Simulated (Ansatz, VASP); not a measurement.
## SiGe3 in VASP and in Ansatz

INCAR

```
SYSTEM = SiGe3
  PREC = Accurate
  ENCUT = 520
  EDIFF = 1E-6
  ISMEAR = 0
  SIGMA = 0.01
  LREAL = .FALSE.
  LASPH = .TRUE.
  NELM = 80
  ALGO = Normal
  ISIF = 2
  LWAVE = .FALSE.
  LCHARG = .TRUE.
  GGA = PE
  LELF = .TRUE.
  LVHAR = .TRUE.
  NBANDS = 31
```

KPOINTS

```
regular mesh
0
G
  6 6 6
  0 0 0
```

POSCAR

```
SiGe3
1.0
    2.0072949386      1.1589122732      6.5537308701
   -2.0072949386      1.1589122732      6.5537308701
    0.0000000000     -2.3178245463      6.5537308701
Si Ge
1 3
Direct
    1.0000089734      0.0000089734      0.0000089734
    0.5000418458      0.5000418458      0.5000418458
    0.3732519593      0.3732519593      0.3732519593
    0.8766972216      0.8766972216      0.8766972216
```

Input for Ansatz:

```yaml
crystal:
  lattice:
    - [2.0072949386, 1.1589122732, 6.5537308701]
    - [-2.0072949386, 1.1589122732, 6.5537308701]
    - [0.0, -2.3178245463, 6.5537308701]
  atoms:
    - { symbol: Si, position: [1.0000089734, 8.9734e-06, 8.9734e-06] }
    - { symbol: Ge, position: [0.5000418458, 0.5000418458, 0.5000418458] }
    - { symbol: Ge, position: [0.3732519593, 0.3732519593, 0.3732519593] }
    - { symbol: Ge, position: [0.8766972216, 0.8766972216, 0.8766972216] }
kpoints:
  mp_grid: { grid: [6, 6, 6] }
hamiltonian:
  xc: pbe
scf:
  occupations: { method: fixed }
  n_extra_bands: 5
output:
  forces: true
  stress: true
  eigenvalues: true
```

Alike in both runs: task single point; functional PBE; k mesh 6 × 6 × 6; no spin polarisation.

|  | VASP | Ansatz |
| --- | --- | --- |
| version | VASP 6.6.1 | Ansatz 0.2.0 |
| potentials or method | VASP PAW PBE potentials, release 64 (Si, Ge_d) | plane waves, PAW |
| plane-wave cutoff (eV) | 520 | 420 |
| occupations | gaussian, width 0.01 eV | fixed |
| valence electrons in the cell | 46 | 46 |

Ansatz gave:

| Quantity | Value |
| --- | --- |
| gap on the k mesh at the Fermi level (eV) | 0.22 |
| pressure (GPa) | 0.0 |
| traceless stress, the component that is largest in VASP (GPa) | -0.14 |
| rms of the force components (eV/Å) | 0.005 |

Task: What did VASP give for the same quantities?

Result: gap on the k mesh at the Fermi level (eV): 0.22; pressure (GPa): -0.1; traceless stress, the component that is largest in VASP (GPa): -0.14; rms of the force components (eV/Å): 0.005.

Atom by atom the forces differ by 0.001 eV/Å (rms over components).
